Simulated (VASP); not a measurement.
**AlN: single point with r2SCAN**

Crystal: AlN.

```
Al N
1.0
     0.00000    2.18399    2.18399
     2.18399    0.00000    2.18399
     2.18399    2.18399    0.00000
Al N
1 1
Direct
  0.96530 0.96530 0.96530
  0.75000 0.75000 0.75000
```

This cell differs from its parent crystal: all Al atoms moved +0.263 Å, as atom 1 towards its neighbour atom 2 (N) at 1.891 Å.

| Quantity | Value |
| --- | --- |
| Program | VASP 6.6.1 |
| Task | single point |
| Functional | r2SCAN |
| Potentials or basis | VASP PAW PBE potentials, release 64 (Al, N) |
| Cutoff | 520 eV |
| k mesh | 10 × 10 × 10 |
| Occupations | gaussian, width 0.05 eV |
| Spin | no spin polarisation |
| Dipole correction | no |
| Further INCAR settings | ALGO = Normal; EDIFF = 1e-07; NBANDS = 11 |

```yaml
Pressure: 13.1 GPa
Largest_force: 7.490 eV/Å
Band_gap_on_the_k_mesh: 3.61 eV (least direct gap 4.44 eV)
```

Forces on the atoms (eV/Å):
```
Al   4.324  4.324  4.324
N   -4.324 -4.324 -4.324
```

Stress tensor (GPa, compression positive):
```
13.15 21.01 21.01
21.01 13.15 21.01
21.01 21.01 13.15
```

Levels at points of the mesh, in eV from the valence-band top:
```tsv
k point	band 2	band 3	band 4	band 5	band 6	band 7
(0.00, 0.00, 0.00)	-1.12	0.00	0.00	4.44	13.12	13.12
(0.50, 0.00, 0.00)	-6.10	-1.33	-0.53	7.71	10.37	11.24
(0.50, 0.50, 0.50)	-6.47	-0.48	-0.48	7.53	10.03	11.79
(0.50, 0.50, 0.00)	-5.29	-2.31	-1.87	3.61	8.91	14.37
```

Run time: 92 s on 1 thread of Intel Xeon 8259CL (shared host), peak memory 0.15 GiB.

Caveat: the cell differs from its parent crystal (all Al atoms moved +0.263 Å, as atom 1 towards its neighbour atom 2 (N) at 1.891 Å); the cell stands under pressure; the PAW data sets were made with another functional, which shifts forces and pressure a little. A k mesh can miss the band edges.
